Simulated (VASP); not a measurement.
Crystal: Ta.

```xyz
1
Lattice="2.6851 0.0000 0.0000 0.0000 2.6851 0.0000 0.0000 0.0000 2.6851" Properties=species:S:1:pos:R:3 pbc="T T T"
Ta    0.0000    0.0000    0.0000
```

```yaml
Program: VASP 6.6.1
Task: relaxation of cell and atoms
Functional: PBEsol
Potentials_or_basis: VASP PAW PBE potentials, release 64 (Ta_pv)
Cutoff: 600 eV
k_mesh: 6 × 6 × 6
Occupations: gaussian, width 0.1 eV
Spin: no spin polarisation
```

At the start: pressure 6.8 GPa; volume 19.36 Å³/atom.

Q: How do energy, volume and symmetry change on relaxing?

A: Over 3 steps the energy falls by 16.0 meV/atom and the volume is 20.15 Å³/atom (+4.1 %); space group Pm-3m (No. 221, to 0.05 Å).

Step by step:
| step | energy change (eV) | largest force (eV/Å) | pressure (GPa) | volume (Å³) |
| --- | --- | --- | --- | --- |
| 1 | 0.0000 | 0.0000 | 6.85 | 19.36 |
| 2 | 0.0432 | 0.0000 | -10.83 | 21.77 |
| 3 | -0.0160 | 0.0000 | -0.15 | 20.15 |

Final structure:
```
CELL_PARAMETERS angstrom
2.72124 0.00000 0.00000
0.00000 2.72124 0.00000
0.00000 0.00000 2.72124
ATOMIC_POSITIONS crystal
Ta 0.00000 0.00000 0.00000
```

Caveat: the k points lie up to 0.38 Å⁻¹ apart in the final cell; the PAW data sets were made with another functional, which shifts forces and pressure a little.
